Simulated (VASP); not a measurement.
Input of a VASP 6.6.1 run:

File INCAR:

```
SYSTEM = Zn5CdS6
PREC     = Accurate       ! precision mode
ENCUT    = 520            ! plane-wave cutoff, eV
EDIFF    = 1E-6           ! SCF threshold, eV
ISMEAR   = 0              ! smearing method
SIGMA    = 0.02           ! smearing width, eV
LREAL    = .False.        ! projectors in reciprocal space
LASPH    = .True.         ! aspherical terms in the spheres
NELM     = 60             ! most SCF steps
ALGO     = Normal         ! electronic algorithm
ISIF     = 2              ! what is computed and relaxed
LWAVE    = .False.        ! write WAVECAR
LCHARG   = .False.        ! write CHGCAR
GGA      = PE             ! functional
NBANDS   = 66             ! bands
```

The input KPOINTS:

```
regular mesh
0
Gamma
  12 12 2
  0 0 0
```

File POSCAR:

```
Zn5CdS6
1.0
    3.8936491629      0.0000000000      0.0000000000
   -1.9468245815      3.3719990885      0.0000000000
    0.0000000000      0.0000000000     19.2771703100
Zn Cd S
5 1 6
Direct
    0.3333333333      0.6666666667      0.9958812979
    0.3333333333      0.6666666667      0.6710020844
    0.6666666667      0.3333333333      0.1579405223
    0.6666666667      0.3333333333      0.5086136927
    0.6666666667      0.3333333333      0.8334316935
    0.3333333333      0.6666666667      0.3362051130
    0.3333333333      0.6666666667      0.1183145243
    0.3333333333      0.6666666667      0.4684687018
    0.3333333333      0.6666666667      0.7934351210
    0.6666666667      0.3333333333      0.2798172435
    0.6666666667      0.3333333333      0.6310326838
    0.6666666667      0.3333333333      0.9558573219
```

Potentials or basis: VASP PAW PBE potentials, release 64 (Zn, Cd, S).

Command:

```bash
$ cat potpaw_PBE.64/Zn/POTCAR potpaw_PBE.64/Cd/POTCAR potpaw_PBE.64/S/POTCAR > POTCAR
$ mpirun -np 1 vasp_std > vasp.out
```

**Question.** What does it give for the pressure?

**Answer.** 0.2 GPa.

**Question.** Estimate the band gap on the k mesh.

**Answer.** 1.58 eV.

Forces on the atoms (eV/Å):
```
Zn   0.000  0.000  0.002
Zn   0.000  0.000 -0.003
Zn   0.000  0.000 -0.001
Zn   0.000  0.000 -0.003
Zn   0.000  0.000 -0.001
Cd   0.000  0.000  0.014
S    0.000  0.000  0.000
S    0.000  0.000  0.017
S    0.000  0.000  0.001
S    0.000  0.000 -0.029
S    0.000  0.000  0.002
S    0.000  0.000  0.001
```

A k mesh can miss the band edges.
